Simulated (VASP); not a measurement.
# ReCl (P6_3mc) in VASP: a series of runs

Runs on ReCl. Level: PBE. Tasks: single point, relaxation of cell and atoms.

All numbers are computed with VASP 6.6.1; they aren't measurements. Logs are shortened: lines on timing, memory, paths and dates and some standing lists are left out, and cuts for length are marked.

## 1. The cell of the first run

It takes space group P6_3mc (No. 186, hexagonal). The conventional cell has a = 2.939 Å, b = 2.939 Å, c = 8.342 Å, α = 90.00°, β = 90.00°, γ = 120.00°. Re (site symmetry 3m) has 4 Cl at 2.28 to 2.54 Å and 6 Re at 2.94 Å within 3.0 Å. Within 3.0 Å of Cl (site symmetry 3m) lie 4 Re at 2.28 to 2.54 Å and 6 Cl at 2.94 Å.

## 2. Single point, PBE

Contents of INCAR:

```
SYSTEM = ReCl
PREC = Accurate ; ENCUT = 520
EDIFF = 1E-6 ; ISMEAR = 0
SIGMA = 0.1 ; LREAL = .FALSE.
LASPH = .TRUE. ; NELM = 80
ALGO = Normal ; ISIF = 2
LWAVE = .FALSE. ; LCHARG = .TRUE.
GGA = PE ; LELF = .TRUE.
LVHAR = .TRUE. ; NBANDS = 22
```

Contents of KPOINTS:

```
regular mesh
0
G
  6 6 4
  0 0 0
```

Contents of POSCAR:

```
ReCl
1.0
    2.9386201824      0.0000000000      0.0000000000
   -1.4693100912      2.5449197301      0.0000000000
    0.0000000000      0.0000000000      8.3416303471
Re Cl
2 2
Direct
    0.3333333333      0.6666666667      0.0542664869
    0.6666666667      0.3333333333      0.5542664869
    0.3333333333      0.6666666667      0.3278335131
    0.6666666667      0.3333333333      0.8278335131
```

Potentials or basis: VASP PAW PBE potentials, release 64 (Re, Cl).

Command:

```console
cat potpaw_PBE.64/Re/POTCAR potpaw_PBE.64/Cl/POTCAR > POTCAR
mpirun -np 1 vasp_std > vasp.out
```

OUTCAR:

```text
SYSTEM = ReCl
   PREC = Accurate
   ENCUT = 520
   EDIFF = 1E-6
   ISMEAR = 0
   LREAL = .FALSE.
   LASPH = .TRUE.
   NELM = 80
   ISIF = 2
   GGA = PE

 ion  position               nearest neighbor table
   1  0.333  0.667  0.054-   3 2.28   4 2.54   4 2.54   4 2.54
   2  0.667  0.333  0.554-   4 2.28   3 2.54   3 2.54   3 2.54
   3  0.333  0.667  0.328-   1 2.28   2 2.54   2 2.54   2 2.54
   4  0.667  0.333  0.828-   2 2.28   1 2.54   1 2.54   1 2.54

  LATTYP: Found a hexagonal cell.
 ALAT       =     2.9386201824
 C/A-ratio  =     2.8386214718

  Lattice vectors:

 A1 = (   2.9386201824,   0.0000000000,   0.0000000000)
 A2 = (  -1.4693100912,   2.5449197301,   0.0000000000)
 A3 = (   0.0000000000,   0.0000000000,   8.3416303471)

Analysis of symmetry for initial positions (statically):
=====================================================================
 Subroutine PRICEL returns:
 Original cell was already a primitive cell.

 Routine SETGRP: Setting up the symmetry group for a
 hexagonal supercell.

 Subroutine GETGRP returns: Found 12 space group operations
 (whereof  6 operations were pure point group operations)
 out of a pool of 24 trial point group operations.

The static configuration has the point symmetry C_3v.
 The point group associated with its full space group is C_6v.

Analysis of symmetry for dynamics (positions and initial velocities):
=====================================================================
 Subroutine PRICEL returns:
 Original cell was already a primitive cell.

 Routine SETGRP: Setting up the symmetry group for a
 hexagonal supercell.

 Subroutine GETGRP returns: Found 12 space group operations
 (whereof  6 operations were pure point group operations)
 out of a pool of 24 trial point group operations.

The dynamic configuration has the point symmetry C_3v.
 The point group associated with its full space group is C_6v.

 Subroutine INISYM returns: Found 12 space group operations
 (whereof  6 operations are pure point group operations),
 and found     1 'primitive' translations

----------------------------------------------------------------------------------------

                                     Primitive cell

  volume of cell :      62.3833

  direct lattice vectors                    reciprocal lattice vectors
     2.938620182  0.000000000  0.000000000     0.340295764  0.196469851  0.000000000
    -1.469310091  2.544919730  0.000000000     0.000000000  0.392939702  0.000000000
     0.000000000  0.000000000  8.341630347     0.000000000  0.000000000  0.119880642

  length of vectors
     2.938620182  2.938620182  8.341630347     0.392939702  0.392939702  0.119880642

  position of ions in fractional coordinates (direct lattice)
     0.333333333  0.666666667  0.054266487
     0.666666667  0.333333333  0.554266487
     0.333333333  0.666666667  0.327833513
     0.666666667  0.333333333  0.827833513

  ion indices of the primitive-cell ions
   primitive index   ion index
                 1           1
                 2           2
                 3           3
                 4           4

----------------------------------------------------------------------------------------

 KPOINTS: regular mesh

Automatic generation of k-mesh.
 Grid dimensions read from file:
 generate k-points for:    6    6    4

 Generating k-lattice:

  Cartesian coordinates                     Fractional coordinates (reciprocal lattice)
     0.056715961  0.032744975  0.000000000     0.166666667  0.000000000  0.000000000
     0.000000000  0.065489950  0.000000000     0.000000000  0.166666667  0.000000000
     0.000000000  0.000000000  0.029970160     0.000000000  0.000000000  0.250000000

  Length of vectors
     0.065489950  0.065489950  0.029970160

  Shift w.r.t. Gamma in fractional coordinates (k-lattice)
     0.000000000  0.000000000  0.000000000

 Subroutine IBZKPT returns following result:
 ===========================================

 Found     21 irreducible k-points:

 Following reciprocal coordinates:
            Coordinates               Weight
  0.000000  0.000000  0.000000      1.000000
  0.166667  0.000000  0.000000      6.000000
  0.333333  0.000000  0.000000      6.000000
  0.500000  0.000000  0.000000      3.000000
  0.166667  0.166667  0.000000      6.000000
  0.333333  0.166667  0.000000     12.000000
[... 13 lines left out ...]
  0.333333  0.166667  0.500000     12.000000
  0.333333  0.333333  0.500000      2.000000
   k-points           NKPTS =     21   k-points in BZ     NKDIM =     21   number of bands    NBANDS=     22
   number of dos      NEDOS =    301   number of ions     NIONS =      4
   total plane-waves  NPLWV =  36864
   dimension x,y,z NGX =    24 NGY =   24 NGZ =   64
   dimension x,y,z NGXF=    48 NGYF=   48 NGZF=  128
   ions per type =               2   2
   NGX,Y,Z   is equivalent  to a cutoff of  13.58, 13.58, 12.75 a.u.
   NGXF,Y,Z  is equivalent  to a cutoff of  27.15, 27.15, 25.51 a.u.
 SYSTEM =  ReCl
   PREC   = accura    normal or accurate (medium, high low for compatibility)
   ISTART =      0    job   : 0-new  1-cont  2-samecut
   ICHARG =      2    charge: 1-file 2-atom 10-const
   ISPIN  =      1    spin polarized calculation?
   LNONCOLLINEAR =      F non collinear calculations
   LSORBIT =      F    spin-orbit coupling
   LASPH  =      T    aspherical Exc in radial PAW
   ENCUT  =  520.0 eV  38.22 Ry    6.18 a.u.   5.46  5.46 15.51*2*pi/ulx,y,z
   NELM   =     80;   NELMIN=  2; NELMDL= -5     # of ELM steps
   EDIFF  = 0.1E-05   stopping-criterion for ELM
   LREAL  =      F    real-space projection
   EDIFFG = 0.1E-04   stopping-criterion for IOM
   NSW    =      0    number of steps for IOM
   IBRION =     -1    ionic relax: 0-MD 1-quasi-New 2-CG
   NFREE  =      0    steps in history (QN), initial steepest desc. (CG)
   ISIF   =      2    stress and relaxation
   ISYM   =      2    0-nonsym 1-usesym 2-fastsym
   POTIM  = 0.5000    time-step for ionic-motion
   TEBEG  =    0.0;   TEEND  =   0.0 temperature during run
   PSTRESS=    0.0 pullay stress
   NELECT =      28.0000    total number of electrons
   NUPDOWN=      -1.0000    fix difference up-down
   EMIN   =  10.00;   EMAX   =-10.00  energy-range for DOS
   EFERMI =   0.00;   METHOD = LEGACY
   ISMEAR =     0;   SIGMA  =   0.10  broadening in eV -4-tet -1-fermi 0-gaus
   EFERMI_NEDOS =   21; number of points for ismear=-14 and -15
   IALGO  =     38    algorithm
   IMIX   =      4    mixing-type and parameters
     AMIX     =   0.40;   BMIX     =  1.00
     AMIX_MAG =   1.60;   BMIX_MAG =  1.00
  volume/ion in A,a.u.               =      15.60       105.25
  Fermi-wavevector in a.u.,A,eV,Ry     =   1.253443  2.368664 21.376385  1.571120
  Thomas-Fermi vector in A             =   2.387296
   LORBIT       =      0    0 simple, 1 ext, 2 COOP (PROOUT), +10 PAW based schemes
   GGA     = PE    functional components
   LHFCALC =     F    Hartree Fock is set to
   AEXX    =    0.0000 exact exchange contribution
   IVDW    =     0    specifies the selected vdW correction
   LEPSILON=     F    determine dielectric tensor
   LRPA    =     F    only Hartree local field effects (RPA)
 non-spin polarized calculation
 Gauss-broadening in eV      SIGMA  =   0.10
  energy-cutoff  :      520.00
  volume of cell :       62.38
 maximum number of plane-waves:      1723
 NGX is ok and might be reduce to    24
   NGX = 11   NGY = 11   NGZ = 31

 number of electron      28.0000004 magnetization

 Free energy of the ion-electron system (eV)
  ---------------------------------------------------
  ext. energy  EPLUGINS =         0.00000000
  ---------------------------------------------------
  free energy    TOTEN  =       -24.79701053 eV

  energy without entropy =      -24.78574402  energy(sigma->0) =      -24.79137728

 E-fermi :   8.1416     XC(G=0): -12.2165

 val. band max:        8.1088784552   @ k =   0.3333   0.3333   0.2500
 cond. band min:       8.2039602616   @ k =   0.3333   0.0000   0.5000
 fundamental gap:      0.0950818063
 Fermi energy:         8.1415995473

 k-point     1 :       0.0000    0.0000    0.0000
  band No.  band energies     occupation
      1     -11.5756      2.00000
      2     -11.0425      2.00000
      3      -2.1957      2.00000
      4      -0.1818      2.00000
      5       3.0440      2.00000
      6       3.1938      2.00000
[... 14 lines left out ...]
     21      14.2404      0.00000
     22      14.7098      0.00000

 k-point     2 :       0.1667    0.0000    0.0000
  band No.  band energies     occupation
      1     -11.2060      2.00000
      2     -10.7299      2.00000
      3      -1.6835      2.00000
      4       0.0230      2.00000
      5       2.3764      2.00000
      6       2.7842      2.00000
[... 14 lines left out ...]
     21      15.6590      0.00000
     22      15.8056      0.00000

 k-point     3 :       0.3333    0.0000    0.0000
  band No.  band energies     occupation
      1     -10.3193      2.00000
      2      -9.9928      2.00000
      3      -0.8145      2.00000
      4      -0.3809      2.00000
      5       0.5384      2.00000
      6       0.7715      2.00000
[... 14 lines left out ...]
     21      14.3046      0.00000
     22      14.7462      0.00000
[... 401 lines left out ...]
 k-point    20 :       0.3333    0.1667    0.5000
  band No.  band energies     occupation
      1      -9.6678      2.00000
      2      -9.6678      2.00000
      3      -0.5719      2.00000
      4      -0.5719      2.00000
      5       0.2659      2.00000
      6       0.2659      2.00000
[... 14 lines left out ...]
     21      15.4473      0.00000
     22      15.4474      0.00000

 k-point    21 :       0.3333    0.3333    0.5000
  band No.  band energies     occupation
      1      -9.3991      2.00000
      2      -9.3991      2.00000
      3      -0.0737      2.00000
      4      -0.0737      2.00000
      5       0.1435      2.00000
      6       0.1435      2.00000
[... 14 lines left out ...]
     21      15.8079      0.00000
     22      15.8079      0.00000

------------------------ aborting loop because EDIFF is reached ----------------------------------------

  FORCE on cell =-STRESS in cart. coord.  units (eV):
  Direction    XX          YY          ZZ          XY          YZ          ZX
  --------------------------------------------------------------------------------------
  -------------------------------------------------------------------------------------
  Total        0.0784207      0.0784207      0.5314756      0.0000000     -0.0000000      0.0000000
  in kB        2.0140618      2.0140618     13.6497734      0.0000000     -0.0000000      0.0000000
  external PRESSURE =       5.8926323 kB  Pullay stress =       0.0000000 kB

 VOLUME and BASIS-vectors are now :
 -----------------------------------------------------------------------------
  energy-cutoff  :      520.00
  volume of cell :       62.38
      direct lattice vectors                 reciprocal lattice vectors
     2.938620182  0.000000000  0.000000000     0.340295764  0.196469851  0.000000000
    -1.469310091  2.544919730  0.000000000     0.000000000  0.392939702  0.000000000
     0.000000000  0.000000000  8.341630347     0.000000000  0.000000000  0.119880642

 POSITION                                       TOTAL-FORCE (eV/Angst)
 -----------------------------------------------------------------------------------
     -0.00000      1.69661      0.45267         0.000000      0.000000     -0.038274
      1.46931      0.84831      4.62349         0.000000      0.000000     -0.038274
     -0.00000      1.69661      2.73467        -0.000000     -0.000000      0.038274
      1.46931      0.84831      6.90548         0.000000      0.000000      0.038274
 -----------------------------------------------------------------------------------
    total drift:                               -0.000000      0.000000      0.002012

  FREE ENERGIE OF THE ION-ELECTRON SYSTEM (eV)
  ---------------------------------------------------
  free  energy   TOTEN  =       -24.7970105334 eV

  energy  without entropy=      -24.7857440178  energy(sigma->0) =      -24.79137728
```

Run time: 15 s. Hardware: 1 thread of Intel Xeon 6975P-C (Granite Rapids), shared host; peak memory 0.19 GiB.

What came out:

| Property | Result |
| --- | --- |
| Free energy | -24.7970 eV |
| Pressure | 0.6 GPa |
| Largest force | 0.038 eV/Å |
| Band gap on the k mesh | zero (bands 14 and 15 overlap by 2.02 eV) |

Forces on the atoms (eV/Å):
```
Re   0.000  0.000 -0.038
Re   0.000  0.000 -0.038
Cl   0.000  0.000  0.038
Cl   0.000  0.000  0.038
```

Caveat: the k points lie up to 0.41 Å⁻¹ apart, too coarse for converged energies and pressures of a metal; spin-orbit coupling is left out, which moves the levels of the heavy elements.

(Continued in part 2 of 2.)

The gap in the log of VASP goes by the Fermi energy; the results here count the filled bands.